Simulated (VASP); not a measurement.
# KI (I4mm) in VASP: a series of runs

KI is run at these levels: PBE; tasks: single point.

Everything below comes from runs of VASP 6.6.1. Logs are shortened: lines on timing, memory, paths and dates and some standing lists are left out, and cuts for length are marked.

**1. The cell of the first run**

The structure is tetragonal, space group I4mm (No. 107). Conventional cell: a = 5.276 Å, b = 5.276 Å, c = 7.175 Å, α = 90.00°, β = 90.00°, γ = 90.00°. K (site symmetry 4mm) has 1 I at 2.75 Å within 3.6 Å. I (site symmetry 4mm) has 1 K at 2.75 Å within 3.6 Å.

**2. Single point, PBE**

INCAR

```
PREC = Accurate
ENCUT = 520
EDIFF = 1E-6
ISMEAR = 0
SIGMA = 0.05
LREAL = F
LASPH = T
NELM = 60
ALGO = Normal
ISIF = 2
LWAVE = F
LCHARG = T
GGA = PE
LELF = T
LVHAR = T
NBANDS = 15
```

KPOINTS

```
Automatic mesh
0
Gamma
  6 6 6
```

POSCAR

```
KI
1.0
    0.0000000000      3.7308188998      3.5873258652
    3.7308188998      0.0000000000      3.5873258652
    3.7308188998      3.7308188998      0.0000000000
K I
1 1
Direct
   -0.0889241769     -0.0889241769      0.0889241769
    0.5273968612      0.5273968612      0.4726031388
```

Potentials or basis: VASP PAW PBE potentials, release 64 (K_sv, I).

Started as:

```
$ cat potpaw_PBE.64/K_sv/POTCAR potpaw_PBE.64/I/POTCAR > POTCAR
$ mpirun -np 1 vasp_std > vasp.out
```

OUTCAR:

```text
PREC = Accurate
   ENCUT = 520
   EDIFF = 1E-6
   ISMEAR = 0
   LREAL = F
   LASPH = T
   NELM = 60
   ISIF = 2
   GGA = PE

 ion  position               nearest neighbor table
   1  0.911  0.911  0.089-   2 2.75
   2  0.527  0.527  0.473-   1 2.75

  LATTYP: Found a body centered tetragonal cell.
 ALAT       =     5.2761746869
 C/A-ratio  =     1.3598207331

  Lattice vectors:

 A1 = (   0.0000000000,  -3.7308188998,  -3.5873258652)
 A2 = (   0.0000000000,   3.7308188998,  -3.5873258652)
 A3 = (   3.7308188998,   0.0000000000,   3.5873258652)

Analysis of symmetry for initial positions (statically):
=====================================================================
 Subroutine PRICEL returns:
 Original cell was already a primitive cell.

 Routine SETGRP: Setting up the symmetry group for a
 body centered tetragonal supercell.

 Subroutine GETGRP returns: Found  8 space group operations
 (whereof  8 operations were pure point group operations)
 out of a pool of 16 trial point group operations.

The static configuration has the point symmetry C_4v.

Analysis of symmetry for dynamics (positions and initial velocities):
=====================================================================
 Subroutine PRICEL returns:
 Original cell was already a primitive cell.

 Routine SETGRP: Setting up the symmetry group for a
 body centered tetragonal supercell.

 Subroutine GETGRP returns: Found  8 space group operations
 (whereof  8 operations were pure point group operations)
 out of a pool of 16 trial point group operations.

The dynamic configuration has the point symmetry C_4v.

 Subroutine INISYM returns: Found  8 space group operations
 (whereof  8 operations are pure point group operations),
 and found     1 'primitive' translations

----------------------------------------------------------------------------------------

                                     Primitive cell

  volume of cell :      99.8640

  direct lattice vectors                    reciprocal lattice vectors
     0.000000000  3.730818900  3.587325865    -0.134018834  0.134018834  0.139379588
     3.730818900  0.000000000  3.587325865     0.134018834 -0.134018834  0.139379588
     3.730818900  3.730818900  0.000000000     0.134018834  0.134018834 -0.139379588

  length of vectors
     5.175704447  5.175704447  5.276174687     0.235263183  0.235263183  0.235263183

  position of ions in fractional coordinates (direct lattice)
     0.911075823  0.911075823  0.088924177
     0.527396861  0.527396861  0.472603139

  ion indices of the primitive-cell ions
   primitive index   ion index
                 1           1
                 2           2

----------------------------------------------------------------------------------------

 KPOINTS: Automatic mesh

Automatic generation of k-mesh.
 Grid dimensions read from file:
 generate k-points for:    6    6    6

 Generating k-lattice:

  Cartesian coordinates                     Fractional coordinates (reciprocal lattice)
    -0.022336472  0.022336472  0.023229931     0.166666667  0.000000000  0.000000000
     0.022336472 -0.022336472  0.023229931     0.000000000  0.166666667  0.000000000
     0.022336472  0.022336472 -0.023229931     0.000000000  0.000000000  0.166666667

  Length of vectors
     0.039210531  0.039210531  0.039210531

  Shift w.r.t. Gamma in fractional coordinates (k-lattice)
     0.000000000  0.000000000  0.000000000

 Subroutine IBZKPT returns following result:
 ===========================================

 Found     30 irreducible k-points:

 Following reciprocal coordinates:
            Coordinates               Weight
  0.000000  0.000000  0.000000      1.000000
  0.166667 -0.000000  0.000000      8.000000
  0.333333 -0.000000  0.000000      8.000000
  0.500000 -0.000000  0.000000      4.000000
  0.166667  0.166667  0.000000      2.000000
  0.333333  0.166667  0.000000      8.000000
[... 16 lines left out ...]
  0.333333  0.000000  0.333333      4.000000
  0.500000  0.000000  0.333333     16.000000
 [... further k-points ...]
   k-points           NKPTS =     30   k-points in BZ     NKDIM =     30   number of bands    NBANDS=     15
   number of dos      NEDOS =    301   number of ions     NIONS =      2
   total plane-waves  NPLWV =  64000
   dimension x,y,z NGX =    40 NGY =   40 NGZ =   40
   dimension x,y,z NGXF=    80 NGYF=   80 NGZF=   80
   ions per type =               1   1
   NGX,Y,Z   is equivalent  to a cutoff of  12.85, 12.85, 12.60 a.u.
   NGXF,Y,Z  is equivalent  to a cutoff of  25.70, 25.70, 25.21 a.u.
 SYSTEM =  unknown system
   PREC   = accura    normal or accurate (medium, high low for compatibility)
   ISTART =      0    job   : 0-new  1-cont  2-samecut
   ICHARG =      2    charge: 1-file 2-atom 10-const
   ISPIN  =      1    spin polarized calculation?
   LNONCOLLINEAR =      F non collinear calculations
   LSORBIT =      F    spin-orbit coupling
   LASPH  =      T    aspherical Exc in radial PAW
   ENCUT  =  520.0 eV  38.22 Ry    6.18 a.u.   9.62  9.62  9.81*2*pi/ulx,y,z
   NELM   =     60;   NELMIN=  2; NELMDL= -5     # of ELM steps
   EDIFF  = 0.1E-05   stopping-criterion for ELM
   LREAL  =      F    real-space projection
   EDIFFG = 0.1E-04   stopping-criterion for IOM
   NSW    =      0    number of steps for IOM
   IBRION =     -1    ionic relax: 0-MD 1-quasi-New 2-CG
   NFREE  =      0    steps in history (QN), initial steepest desc. (CG)
   ISIF   =      2    stress and relaxation
   ISYM   =      2    0-nonsym 1-usesym 2-fastsym
   POTIM  = 0.5000    time-step for ionic-motion
   TEBEG  =    0.0;   TEEND  =   0.0 temperature during run
   PSTRESS=    0.0 pullay stress
   NELECT =      16.0000    total number of electrons
   NUPDOWN=      -1.0000    fix difference up-down
   EMIN   =  10.00;   EMAX   =-10.00  energy-range for DOS
   EFERMI =   0.00;   METHOD = LEGACY
   ISMEAR =     0;   SIGMA  =   0.05  broadening in eV -4-tet -1-fermi 0-gaus
   EFERMI_NEDOS =   21; number of points for ismear=-14 and -15
   IALGO  =     38    algorithm
   IMIX   =      4    mixing-type and parameters
     AMIX     =   0.40;   BMIX     =  1.00
     AMIX_MAG =   1.60;   BMIX_MAG =  1.00
  volume/ion in A,a.u.               =      49.93       336.96
  Fermi-wavevector in a.u.,A,eV,Ry     =   0.889157  1.680263 10.756768  0.790600
  Thomas-Fermi vector in A             =   2.010681
   LORBIT       =      0    0 simple, 1 ext, 2 COOP (PROOUT), +10 PAW based schemes
   GGA     = PE    functional components
   LHFCALC =     F    Hartree Fock is set to
   AEXX    =    0.0000 exact exchange contribution
   IVDW    =     0    specifies the selected vdW correction
   LEPSILON=     F    determine dielectric tensor
   LRPA    =     F    only Hartree local field effects (RPA)
 non-spin polarized calculation
 Gauss-broadening in eV      SIGMA  =   0.05
  energy-cutoff  :      520.00
  volume of cell :       99.86
 maximum number of plane-waves:      2714
 NGX is ok and might be reduce to    40
   NGX = 19   NGY = 19   NGZ = 19

 number of electron      15.9999998 magnetization

 Free energy of the ion-electron system (eV)
  ---------------------------------------------------
  ext. energy  EPLUGINS =         0.00000000
  ---------------------------------------------------
  free energy    TOTEN  =        -4.87103841 eV

  energy without entropy =       -4.87103841  energy(sigma->0) =       -4.87103841

 E-fermi :  -0.8359     XC(G=0):  -6.6199

 val. band max:       -1.0344399981   @ k =   0.0000   0.0000   0.0000
 cond. band min:       2.6742269005   @ k =   0.0000   0.0000   0.0000
 fundamental gap:      3.7086668986
 Fermi energy:        -0.8358985852

 k-point     1 :       0.0000    0.0000    0.0000
  band No.  band energies     occupation
      1     -29.6100      2.00000
      2     -13.4298      2.00000
      3     -13.0917      2.00000
      4     -13.0917      2.00000
      5     -11.2108      2.00000
      6      -1.1620      2.00000
      7      -1.1620      2.00000
      8      -1.0344      2.00000
      9       2.6742      0.00000
     10       5.7944      0.00000
     11       5.7944      0.00000
     12       5.9345      0.00000
     13       6.1911      0.00000
     14       7.0517      0.00000
     15       7.8896      0.00000

 k-point     2 :       0.1667   -0.0000    0.0000
  band No.  band energies     occupation
      1     -29.6097      2.00000
      2     -13.4455      2.00000
      3     -13.0981      2.00000
      4     -13.0931      2.00000
      5     -11.1687      2.00000
      6      -1.4194      2.00000
      7      -1.1985      2.00000
      8      -1.0941      2.00000
      9       3.1846      0.00000
     10       5.4726      0.00000
     11       5.7539      0.00000
     12       6.0589      0.00000
     13       6.6790      0.00000
     14       7.4510      0.00000
     15       8.5725      0.00000

 k-point     3 :       0.3333   -0.0000    0.0000
  band No.  band energies     occupation
      1     -29.6090      2.00000
      2     -13.4771      2.00000
      3     -13.1086      2.00000
      4     -13.0961      2.00000
      5     -11.0859      2.00000
      6      -1.8643      2.00000
      7      -1.2698      2.00000
      8      -1.1645      2.00000
      9       4.0056      0.00000
     10       5.5772      0.00000
     11       6.0424      0.00000
     12       6.3420      0.00000
     13       7.3741      0.00000
     14       7.7913      0.00000
     15       8.2731      0.00000

 k-point     4 :       0.5000   -0.0000    0.0000
  band No.  band energies     occupation
      1     -29.6087      2.00000
      2     -13.4928      2.00000
      3     -13.1130      2.00000
      4     -13.0976      2.00000
      5     -11.0452      2.00000
      6      -2.0532      2.00000
      7      -1.3047      2.00000
      8      -1.1972      2.00000
      9       4.2470      0.00000
     10       6.1026      0.00000
     11       6.4298      0.00000
     12       6.5133      0.00000
     13       7.2371      0.00000
     14       7.5051      0.00000
     15       7.9836      0.00000
[... 307 lines left out ...]
 k-point    22 :      -0.3333    0.5000    0.1667
  band No.  band energies     occupation
      1     -29.6080      2.00000
      2     -13.5030      2.00000
      3     -13.1112      2.00000
      4     -13.1076      2.00000
      5     -11.0395      2.00000
      6      -1.5514      2.00000
      7      -1.5149      2.00000
      8      -1.4663      2.00000
      9       4.6499      0.00000
     10       4.7678      0.00000
     11       5.6418      0.00000
     12       6.8431      0.00000
     13       7.5118      0.00000
     14       7.6965      0.00000
     15       8.7402      0.00000

 k-point    23 :       0.3333    0.0000    0.3333
  band No.  band energies     occupation
      1     -29.6088      2.00000
      2     -13.4593      2.00000
      3     -13.1162      2.00000
      4     -13.0970      2.00000
      5     -11.1069      2.00000
      6      -1.7740      2.00000
      7      -1.3872      2.00000
      8      -1.1848      2.00000
      9       4.3322      0.00000
     10       4.7012      0.00000
     11       5.9025      0.00000
     12       6.9554      0.00000
     13       7.5678      0.00000
     14       7.6774      0.00000
     15       8.3344      0.00000

 k-point    24 :       0.5000    0.0000    0.3333
  band No.  band energies     occupation
      1     -29.6085      2.00000
      2     -13.4719      2.00000
      3     -13.1181      2.00000
      4     -13.1005      2.00000
      5     -11.0755      2.00000
      6      -1.8178      2.00000
      7      -1.4936      2.00000
      8      -1.2674      2.00000
      9       4.5818      0.00000
     10       4.8722      0.00000
     11       6.2794      0.00000
     12       7.0521      0.00000
     13       7.4007      0.00000
     14       7.8544      0.00000
     15       8.1973      0.00000

 [... further k-points ...]
[... 5 lines left out ...]
  --------------------------------------------------------------------------------------
  -------------------------------------------------------------------------------------
  Total       -0.5650187     -0.5650187      6.5584214      0.0000000     -0.0000000     -0.0000000
  in kB       -9.0649253     -9.0649253    105.2205910      0.0000000     -0.0000000     -0.0000000
  external PRESSURE =      29.0302468 kB  Pullay stress =       0.0000000 kB

 VOLUME and BASIS-vectors are now :
 -----------------------------------------------------------------------------
  energy-cutoff  :      520.00
  volume of cell :       99.86
      direct lattice vectors                 reciprocal lattice vectors
     0.000000000  3.730818900  3.587325865    -0.134018834  0.134018834  0.139379588
     3.730818900  0.000000000  3.587325865     0.134018834 -0.134018834  0.139379588
     3.730818900  3.730818900  0.000000000     0.134018834  0.134018834 -0.139379588

 POSITION                                       TOTAL-FORCE (eV/Angst)
 -----------------------------------------------------------------------------------
      3.73082      3.73082      6.53665         0.000000      0.000000      2.618593
      3.73082      3.73082      3.78389         0.000000      0.000000     -2.618593
 -----------------------------------------------------------------------------------
    total drift:                               -0.000000     -0.000000     -0.000834

  FREE ENERGIE OF THE ION-ELECTRON SYSTEM (eV)
  ---------------------------------------------------
  free  energy   TOTEN  =        -4.8710384104 eV

  energy  without entropy=       -4.8710384104  energy(sigma->0) =       -4.87103841
```

Run time: 40 s. Hardware: 1 thread of Intel Xeon Platinum 8259CL at 2.50GHz (Skylake/Cascade Lake), shared host; peak memory 0.26 GiB.

Results:

* Free energy: -4.8710 eV
* Pressure: 2.9 GPa
* Largest force: 2.619 eV/Å
* Band gap on the k mesh: 3.71 eV, direct

Forces in eV/Å, atoms in the order of the input:
```
K    0.000  0.000  2.619
I    0.000  0.000 -2.619
```

Caveat: spin-orbit coupling is left out, which moves the levels of the heavy elements; forces of over 1 eV/Å act on the atoms, so gaps and moduli don't describe the material at rest.

**3. Single point, PBE**

INCAR

```
SYSTEM = KI
PREC = Accurate
ENCUT = 520
EDIFF = 1E-7
ISMEAR = 0
SIGMA = 0.05
LREAL = .FALSE.
LASPH = .TRUE.
NELM = 60
ALGO = Normal
ISIF = 2
LWAVE = .FALSE.
LCHARG = .FALSE.
GGA = PE
NBANDS = 15
```

KPOINTS

```
regular mesh
0
G
  6 6 6
  0 0 0
```

POSCAR

```
KI
1.0
    0.0000000000      3.7308188998      3.5873258652
    3.7308188998      0.0000000000      3.5873258652
    3.7308188998      3.7308188998      0.0000000000
K I
1 1
Direct
   -0.0533545062     -0.0533545062      0.0533545062
    0.5164381167      0.5164381167      0.4835618833
```

Potentials or basis: VASP PAW PBE potentials, release 64 (K_sv, I).

Started as:

```
$ cat potpaw_PBE.64/K_sv/POTCAR potpaw_PBE.64/I/POTCAR > POTCAR
$ mpirun -np 1 vasp_std > vasp.out
```

Run time: 39 s. Hardware: 1 thread of Intel Xeon Platinum 8259CL at 2.50GHz (Skylake/Cascade Lake), shared host; peak memory 0.25 GiB.

The run converged. Its results:

```yaml
Free_energy: -5.3899 eV
Pressure: 0.4 GPa
Largest_force: 0.799 eV/Å
Band_gap_on_the_k_mesh: 3.75 eV, direct
```

Forces in eV/Å, atoms in the order of the input:
```
K    0.000  0.000  0.799
I    0.000  0.000 -0.799
```

Stress tensor (GPa, compression positive):
```
-0.85  0.00  0.00
 0.00 -0.85  0.00
 0.00  0.00  2.85
```

Levels at points of the mesh, in eV from the valence-band top:
| k point | band 6 | band 7 | band 8 | band 9 | band 10 | band 11 |
| --- | --- | --- | --- | --- | --- | --- |
| (0.00, 0.00, 0.00) | 0.00 | 0.00 | 0.00 | 3.75 | 6.63 | 6.63 |
| (0.50, 0.00, 0.00) | -1.01 | -0.21 | -0.19 | 5.39 | 7.20 | 7.66 |
| (0.50, 0.50, 0.00) | -0.72 | -0.29 | -0.29 | 5.14 | 5.55 | 7.33 |
| (0.50, 0.00, 0.50) | -0.78 | -0.27 | -0.26 | 5.31 | 5.51 | 8.00 |

Caveat: spin-orbit coupling is left out, which moves the levels of the heavy elements.
